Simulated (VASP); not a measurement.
# O (R-3m) in VASP: notebook

The runs below take O through single point, with PBEsol.

Everything below comes from runs of VASP 6.6.1. Logs are shortened: lines on timing, memory, paths and dates and some standing lists are left out, and cuts for length are marked.

**1. The cell of the first run**

It takes space group R-3m (No. 166, trigonal). Conventional cell: a = 2.866 Å, b = 2.866 Å, c = 10.293 Å, α = 90.00°, β = 90.00°, γ = 120.00°. O (site symmetry 3m) has 1 O at 1.19 Å within 1.6 Å.

**2. Single point, PBEsol (volume scaled by 1.02)**

INCAR

```
ALGO = Normal
EDIFF = 1E-6
ENCUT = 520
GGA = PS
ISIF = 2
ISMEAR = -1
LASPH = True
LCHARG = True
LELF = True
LREAL = False
LVHAR = True
LWAVE = False
NBANDS = 13
NELM = 100
PREC = Accurate
SIGMA = 0.02
```

KPOINTS

```
k-points
0
Gamma
  10 10 10
```

POSCAR

```
O
1.0
    1.4327754493      0.8272132913      3.4308721810
   -1.4327754493      0.8272132913      3.4308721810
    0.0000000000     -1.6544265826      3.4308721810
O
2
Direct
    0.0577000000      0.0577000000      0.0577000000
    0.9423000000      0.9423000000      0.9423000000
```

Potentials or basis: VASP PAW PBE potentials, release 64 (O).

Started as:

```sh
> cat potpaw_PBE.64/O/POTCAR > POTCAR
> mpirun -np 1 vasp_std > vasp.out
```

OUTCAR:

```text
EDIFF = 1E-6
   ENCUT = 520
   GGA = PS
   ISIF = 2
   ISMEAR = -1
   LASPH = True
   LREAL = False
   NELM = 100
   PREC = Accurate

 ion  position               nearest neighbor table
   1  0.058  0.058  0.058-   2 1.19
   2  0.942  0.942  0.942-   1 1.19

  LATTYP: Found a trigonal (rhomboedric) cell.
 ALAT       =     3.8089383350
 COS(alpha) =     0.7170052526

  Lattice vectors:

 A1 = (   1.4327754493,   0.8272132913,   3.4308721810)
 A2 = (  -1.4327754493,   0.8272132913,   3.4308721810)
 A3 = (   0.0000000000,  -1.6544265826,   3.4308721810)

Analysis of symmetry for initial positions (statically):
=====================================================================
 Subroutine PRICEL returns:
 Original cell was already a primitive cell.

 Routine SETGRP: Setting up the symmetry group for a
 trigonal (rhombohedral) supercell.

 Subroutine GETGRP returns: Found 12 space group operations
 (whereof 12 operations were pure point group operations)
 out of a pool of 12 trial point group operations.

The static configuration has the point symmetry D_3d.

Analysis of symmetry for dynamics (positions and initial velocities):
=====================================================================
 Subroutine PRICEL returns:
 Original cell was already a primitive cell.

 Routine SETGRP: Setting up the symmetry group for a
 trigonal (rhombohedral) supercell.

 Subroutine GETGRP returns: Found 12 space group operations
 (whereof 12 operations were pure point group operations)
 out of a pool of 12 trial point group operations.

The dynamic configuration has the point symmetry D_3d.

 Subroutine INISYM returns: Found 12 space group operations
 (whereof 12 operations are pure point group operations),
 and found     1 'primitive' translations

----------------------------------------------------------------------------------------

                                     Primitive cell

  volume of cell :      24.3978

  direct lattice vectors                    reciprocal lattice vectors
     1.432775449  0.827213291  3.430872181     0.348973037  0.201479677  0.097157025
    -1.432775449  0.827213291  3.430872181    -0.348973037  0.201479677  0.097157025
     0.000000000 -1.654426583  3.430872181     0.000000000 -0.402959354  0.097157025

  length of vectors
     3.808938335  3.808938335  3.808938335     0.414506608  0.414506608  0.414506608

  position of ions in fractional coordinates (direct lattice)
     0.057700000  0.057700000  0.057700000
     0.942300000  0.942300000  0.942300000

  ion indices of the primitive-cell ions
   primitive index   ion index
                 1           1
                 2           2

----------------------------------------------------------------------------------------

 KPOINTS: k-points

Automatic generation of k-mesh.
 Grid dimensions read from file:
 generate k-points for:   10   10   10

 Generating k-lattice:

  Cartesian coordinates                     Fractional coordinates (reciprocal lattice)
     0.034897304  0.020147968  0.009715702     0.100000000 -0.000000000  0.000000000
    -0.034897304  0.020147968  0.009715702    -0.000000000  0.100000000  0.000000000
     0.000000000 -0.040295935  0.009715702     0.000000000  0.000000000  0.100000000

  Length of vectors
     0.041450661  0.041450661  0.041450661

  Shift w.r.t. Gamma in fractional coordinates (k-lattice)
     0.000000000  0.000000000  0.000000000

 Subroutine IBZKPT returns following result:
 ===========================================

 Found    116 irreducible k-points:

 Following reciprocal coordinates:
            Coordinates               Weight
  0.000000  0.000000  0.000000      1.000000
  0.100000  0.000000  0.000000      6.000000
  0.200000  0.000000  0.000000      6.000000
  0.300000 -0.000000  0.000000      6.000000
  0.400000 -0.000000  0.000000      6.000000
  0.500000 -0.000000  0.000000      3.000000
[... 16 lines left out ...]
  0.300000  0.300000  0.000000      6.000000
  0.400000  0.300000  0.000000     12.000000
 [... further k-points ...]
   k-points           NKPTS =    116   k-points in BZ     NKDIM =    116   number of bands    NBANDS=     13
   number of dos      NEDOS =    301   number of ions     NIONS =      2
   total plane-waves  NPLWV =  21952
   dimension x,y,z NGX =    28 NGY =   28 NGZ =   28
   dimension x,y,z NGXF=    56 NGYF=   56 NGZF=   56
   ions per type =               2
   NGX,Y,Z   is equivalent  to a cutoff of  12.22, 12.22, 12.22 a.u.
   NGXF,Y,Z  is equivalent  to a cutoff of  24.44, 24.44, 24.44 a.u.
 SYSTEM =  unknown system
   PREC   = accura    normal or accurate (medium, high low for compatibility)
   ISTART =      0    job   : 0-new  1-cont  2-samecut
   ICHARG =      2    charge: 1-file 2-atom 10-const
   ISPIN  =      1    spin polarized calculation?
   LNONCOLLINEAR =      F non collinear calculations
   LSORBIT =      F    spin-orbit coupling
   LASPH  =      T    aspherical Exc in radial PAW
   ENCUT  =  520.0 eV  38.22 Ry    6.18 a.u.   7.08  7.08  7.08*2*pi/ulx,y,z
   NELM   =    100;   NELMIN=  2; NELMDL= -5     # of ELM steps
   EDIFF  = 0.1E-05   stopping-criterion for ELM
   LREAL  =      F    real-space projection
   EDIFFG = 0.1E-04   stopping-criterion for IOM
   NSW    =      0    number of steps for IOM
   IBRION =     -1    ionic relax: 0-MD 1-quasi-New 2-CG
   NFREE  =      0    steps in history (QN), initial steepest desc. (CG)
   ISIF   =      2    stress and relaxation
   ISYM   =      2    0-nonsym 1-usesym 2-fastsym
   POTIM  = 0.5000    time-step for ionic-motion
   TEBEG  =    0.0;   TEEND  =   0.0 temperature during run
   PSTRESS=    0.0 pullay stress
   NELECT =      12.0000    total number of electrons
   NUPDOWN=      -1.0000    fix difference up-down
   EMIN   =  10.00;   EMAX   =-10.00  energy-range for DOS
   EFERMI =   0.00;   METHOD = LEGACY
   ISMEAR =    -1;   SIGMA  =   0.02  broadening in eV -4-tet -1-fermi 0-gaus
   EFERMI_NEDOS =   21; number of points for ismear=-14 and -15
   IALGO  =     38    algorithm
   IMIX   =      4    mixing-type and parameters
     AMIX     =   0.40;   BMIX     =  1.00
     AMIX_MAG =   1.60;   BMIX_MAG =  1.00
  volume/ion in A,a.u.               =      12.20        82.32
  Fermi-wavevector in a.u.,A,eV,Ry     =   1.292265  2.442026 22.721018  1.669948
  Thomas-Fermi vector in A             =   2.423983
   LORBIT       =      0    0 simple, 1 ext, 2 COOP (PROOUT), +10 PAW based schemes
   GGA     = PS    functional components
   LHFCALC =     F    Hartree Fock is set to
   AEXX    =    0.0000 exact exchange contribution
   IVDW    =     0    specifies the selected vdW correction
   LEPSILON=     F    determine dielectric tensor
   LRPA    =     F    only Hartree local field effects (RPA)
 non-spin polarized calculation
  energy-cutoff  :      520.00
  volume of cell :       24.40
 maximum number of plane-waves:       678
   NGX = 15   NGY = 15   NGZ = 15

 number of electron      12.0000000 magnetization

 Free energy of the ion-electron system (eV)
  ---------------------------------------------------
  ext. energy  EPLUGINS =         0.00000000
  ---------------------------------------------------
  free energy    TOTEN  =        -9.84968997 eV

  energy without entropy =       -9.84784749  energy(sigma->0) =       -9.84876873

 E-fermi :   0.2065     XC(G=0):  -9.3365

 val. band max:        0.2036894187   @ k =   0.5000   0.5000   0.3000
 cond. band min:       0.2279991271   @ k =  -0.4000   0.3000   0.1000
 fundamental gap:      0.0243097084
 Fermi energy:         0.2064693853

 k-point     1 :       0.0000    0.0000    0.0000
  band No.  band energies     occupation
      1     -27.6990      2.00000
      2     -13.5508      2.00000
      3      -8.8359      2.00000
      4      -6.2891      2.00000
      5      -6.2891      2.00000
      6       0.7496      0.00000
      7       0.7496      0.00000
      8       8.2247      0.00000
      9      11.6378      0.00000
     10      14.8993      0.00000
     11      18.5075      0.00000
     12      21.2267      0.00000
     13      21.2267      0.00000

 k-point     2 :       0.1000    0.0000    0.0000
  band No.  band energies     occupation
      1     -27.6670      2.00000
      2     -13.5395      2.00000
      3      -8.7795      2.00000
      4      -6.4564      2.00000
      5      -6.3264      2.00000
      6       0.6107      0.00000
      7       0.7021      0.00000
      8       8.5377      0.00000
      9      11.6301      0.00000
     10      14.9123      0.00000
     11      18.7224      0.00000
     12      19.7857      0.00000
     13      21.6100      0.00000

 k-point     3 :       0.2000    0.0000    0.0000
  band No.  band energies     occupation
      1     -27.5827      2.00000
      2     -13.5059      2.00000
      3      -8.6446      2.00000
      4      -6.8628      2.00000
      5      -6.4223      2.00000
      6       0.2667      0.09368
      7       0.5800      0.00000
      8       9.3195      0.00000
      9      11.5993      0.00000
     10      15.0900      0.00000
     11      17.2649      0.00000
     12      19.9147      0.00000
     13      21.5802      0.00000

 k-point     4 :       0.3000   -0.0000    0.0000
  band No.  band energies     occupation
      1     -27.4757      2.00000
      2     -13.4590      2.00000
      3      -8.5243      2.00000
      4      -7.2900      2.00000
      5      -6.5380      2.00000
      6      -0.1236      2.00000
      7       0.4321      0.00003
      8      10.1356      0.00000
      9      11.6630      0.00000
     10      15.1024      0.00000
     11      16.0496      0.00000
     12      19.8721      0.00000
     13      20.7690      0.00000

 k-point     5 :       0.4000   -0.0000    0.0000
  band No.  band energies     occupation
      1     -27.3875      2.00000
      2     -13.4163      2.00000
      3      -8.5093      2.00000
      4      -7.5372      2.00000
      5      -6.6294      2.00000
      6      -0.4121      2.00000
      7       0.3149      0.00881
      8      10.4919      0.00000
      9      12.1008      0.00000
     10      13.9475      0.00000
     11      16.7686      0.00000
     12      18.7147      0.00000
     13      21.2101      0.00000
[... 257 lines left out ...]
 k-point    22 :      -0.2000    0.2000    0.0000
  band No.  band energies     occupation
      1     -27.4292      2.00000
      2     -13.3693      2.00000
      3      -8.6048      2.00000
      4      -7.1713      2.00000
      5      -6.8520      2.00000
      6      -0.2965      2.00000
      7       0.2537      0.17260
      8      10.9151      0.00000
      9      11.3455      0.00000
     10      15.5204      0.00000
     11      16.5183      0.00000
     12      18.5015      0.00000
     13      20.3436      0.00000

 k-point    23 :       0.3000    0.3000    0.0000
  band No.  band energies     occupation
      1     -27.4600      2.00000
      2     -13.7236      2.00000
      3      -8.2287      2.00000
      4      -7.0365      2.00000
      5      -6.6715      2.00000
      6      -0.4696      2.00000
      7       0.7762      0.00000
      8       9.6627      0.00000
      9      11.8190      0.00000
     10      14.5811      0.00000
     11      15.9302      0.00000
     12      19.6552      0.00000
     13      22.4097      0.00000

 k-point    24 :       0.4000    0.3000    0.0000
  band No.  band energies     occupation
      1     -27.3977      2.00000
      2     -13.7111      2.00000
      3      -8.2073      2.00000
      4      -7.0769      2.00000
      5      -6.8548      2.00000
      6      -0.6897      2.00000
      7       0.6754      0.00000
      8       9.8983      0.00000
      9      12.0871      0.00000
     10      14.7516      0.00000
     11      15.4140      0.00000
     12      19.1618      0.00000
     13      21.9083      0.00000

 [... further k-points ...]
[... 5 lines left out ...]
  --------------------------------------------------------------------------------------
  -------------------------------------------------------------------------------------
  Total       -1.3393845     -1.3393845      4.3398297      0.0000000      0.0000000      0.0000000
  in kB      -87.9557911    -87.9557911    284.9914623      0.0000000      0.0000000      0.0000000
  external PRESSURE =      36.3599601 kB  Pullay stress =       0.0000000 kB

 VOLUME and BASIS-vectors are now :
 -----------------------------------------------------------------------------
  energy-cutoff  :      520.00
  volume of cell :       24.40
      direct lattice vectors                 reciprocal lattice vectors
     1.432775449  0.827213291  3.430872181     0.348973037  0.201479677  0.097157025
    -1.432775449  0.827213291  3.430872181    -0.348973037  0.201479677  0.097157025
     0.000000000 -1.654426583  3.430872181     0.000000000 -0.402959354  0.097157025

 POSITION                                       TOTAL-FORCE (eV/Angst)
 -----------------------------------------------------------------------------------
      0.00000      0.00000      0.59388         0.000000     -0.000000      3.163459
      0.00000      0.00000      9.69873         0.000000      0.000000     -3.163459
 -----------------------------------------------------------------------------------
    total drift:                                0.000000     -0.000000      0.000000

  FREE ENERGIE OF THE ION-ELECTRON SYSTEM (eV)
  ---------------------------------------------------
  free  energy   TOTEN  =        -9.8496899667 eV

  energy  without entropy=       -9.8478474918  energy(sigma->0) =       -9.84876873
```

It took 31 s on 1 thread of AMD EPYC 7R13 (Zen 3), shared host; peak memory 0.13 GiB.

Results:

```
Free energy            : -9.8497 eV
Pressure               : 3.6 GPa
Largest force          : 3.163 eV/Å
Band gap on the k mesh : zero (band 6 reaches 0.99 eV, above the bottom of band 7 at -0.28 eV)
```

Forces on the atoms (eV/Å):
```
O    0.000  0.000  3.163
O    0.000  0.000 -3.163
```

Stress tensor (GPa, compression positive):
```
-8.80  0.00  0.00
 0.00 -8.80  0.00
 0.00  0.00 28.50
```

Caveat: the standard files for N, O and F lose accuracy on very short bonds; spin is off for a triplet molecule; the PAW data sets were made with another functional, which shifts forces and pressure a little.

**3. Single point, PBEsol (volume scaled by 1.04)**

INCAR

```
ALGO     = Normal         # electronic algorithm
EDIFF    = 1E-7           # SCF threshold, eV
ENCUT    = 520            # plane-wave cutoff, eV
GGA      = PS             # functional
ISIF     = 2              # what is computed and relaxed
ISMEAR   = -1             # smearing method
LASPH    = T              # aspherical terms in the spheres
LCHARG   = T              # write CHGCAR
LELF     = T              # ELF
LREAL    = F              # projectors in reciprocal space
LVHAR    = T            
LWAVE    = F              # write WAVECAR
NBANDS   = 13             # bands
NELM     = 60             # most SCF steps
PREC     = Accurate       # precision mode
SIGMA    = 0.02           # smearing width, eV
```

KPOINTS is that of step 2.

POSCAR

```
O
1.0
    1.4420794467      0.8325849567      3.4531511960
   -1.4420794467      0.8325849567      3.4531511960
    0.0000000000     -1.6651699134      3.4531511960
O
2
Direct
    0.0577000000      0.0577000000      0.0577000000
    0.9423000000      0.9423000000      0.9423000000
```

Potentials or basis: VASP PAW PBE potentials, release 64 (O).

Started as:

```sh
> cat potpaw_PBE.64/O/POTCAR > POTCAR
> mpirun -np 1 vasp_std > vasp.out
```

It took 40 s on 1 thread of AMD EPYC 7R13 (Zen 3), shared host; peak memory 0.14 GiB.

It converged, with:

| Property | Result |
| --- | --- |
| Free energy | -9.8588 eV |
| Pressure | 1.6 GPa |
| Largest force | 2.444 eV/Å |
| Band gap on the k mesh | zero (band 6 reaches 0.78 eV, above the bottom of band 7 at -0.44 eV) |

Forces in eV/Å, atoms in the order of the input:
```
O    0.000  0.000  2.444
O    0.000  0.000 -2.444
```

Stress tensor (GPa, compression positive):
```
-8.68  0.00  0.00
 0.00 -8.68  0.00
 0.00  0.00 22.14
```

Levels at points of the mesh, in eV from the Fermi level:
```tsv
k point	band 4	band 5	band 6	band 7	band 8	band 9
(0.00, 0.00, 0.00)	-6.38	-6.38	0.52	0.52	7.97	11.21
(0.50, 0.00, 0.00)	-7.71	-6.74	-0.70	0.06	10.17	12.38
(0.50, 0.50, 0.00)	-7.13	-6.94	-1.28	0.57	9.64	11.53
(0.50, 0.50, 0.50)	-6.47	-6.47	0.76	0.76	7.59	8.34
```

Caveat: the standard files for N, O and F lose accuracy on very short bonds; spin is off for a triplet molecule; the PAW data sets were made with another functional, which shifts forces and pressure a little.

**4. Single point, PBEsol (equal xx and yy strain of +2 %)**

INCAR

```
PREC = Accurate ; ENCUT = 520
EDIFF = 1E-6 ; ISMEAR = -1
SIGMA = 0.02 ; LREAL = F
LASPH = T ; NELM = 100
ALGO = Normal ; ISIF = 2
LWAVE = F ; LCHARG = F
GGA = PS ; NBANDS = 13
```

KPOINTS

```
regular mesh
0
Gamma
  10 10 10
```

POSCAR

```
O
1.0
    1.4518160025      0.8382063598      3.4083000000
   -1.4518160025      0.8382063598      3.4083000000
    0.0000000000     -1.6764127197      3.4083000000
O
2
Direct
    0.0577000000      0.0577000000      0.0577000000
    0.9423000000      0.9423000000      0.9423000000
```

Started as:

```sh
> cat potpaw_PBE.64/O/POTCAR > POTCAR
> mpirun -np 1 vasp_std > vasp.out
```

Wall time 33 s (1 thread of AMD EPYC 7R13 (Zen 3), shared host); peak memory 0.13 GiB.

Results (log left out):

- Free energy: -9.7841 eV
- Pressure: 5.6 GPa
- Largest force: 3.968 eV/Å
- Band gap on the k mesh: zero (band 6 reaches 0.89 eV, above the bottom of band 7 at -0.28 eV)

Forces on the atoms (eV/Å):
```
O    0.000  0.000  3.968
O    0.000  0.000 -3.968
```

Stress tensor (GPa, compression positive):
```
-8.53  0.00  0.00
 0.00 -8.53  0.00
 0.00  0.00 33.72
```

Levels at points of the mesh, in eV from the Fermi level:
| k point | band 3 | band 4 | band 5 | band 6 | band 7 | band 8 | band 9 | band 10 |
| --- | --- | --- | --- | --- | --- | --- | --- | --- |
| (0.00, 0.00, 0.00) | -9.07 | -6.70 | -6.70 | 0.50 | 0.50 | 7.79 | 11.62 | 14.78 |
| (0.50, 0.00, 0.00) | -8.78 | -7.88 | -7.04 | -0.63 | 0.04 | 10.38 | 12.22 | 12.88 |
| (0.50, 0.50, 0.00) | -8.58 | -7.27 | -7.25 | -1.25 | 0.59 | 9.99 | 11.30 | 14.69 |
| (0.50, 0.50, 0.50) | -7.06 | -6.80 | -6.80 | 0.75 | 0.75 | 7.88 | 8.13 | 13.46 |

Caveat: the cell differs from its parent crystal (equal xx and yy strain of +2 %); the standard files for N, O and F lose accuracy on very short bonds; spin is off for a triplet molecule; the PAW data sets were made with another functional, which shifts forces and pressure a little.

**5. The runs side by side**

```csv
cell,gap on the mesh (eV),pressure (GPa),largest force (eV/Å)
"a = 3.809 Å, angles 44.2°, 2 atoms",none,3.6,3.16
"a = 3.834 Å, angles 44.2°, 2 atoms",none,1.6,2.44
"a = 3.798 Å, angles 44.9°, 2 atoms",none,5.6,3.97
```

Alike in all rows: task single point; level PBEsol; potentials or basis VASP PAW PBE potentials, release 64 (O); no spin polarisation; k mesh 10 × 10 × 10; cutoff (eV) 520; smearing fermi-dirac 0.02 eV.

Caveats: the standard files for N, O and F lose accuracy on very short bonds; spin is off for a triplet molecule; the PAW data sets were made with another functional, which shifts forces and pressure a little.

Absolute energies hang on the potentials; compare differences alone.
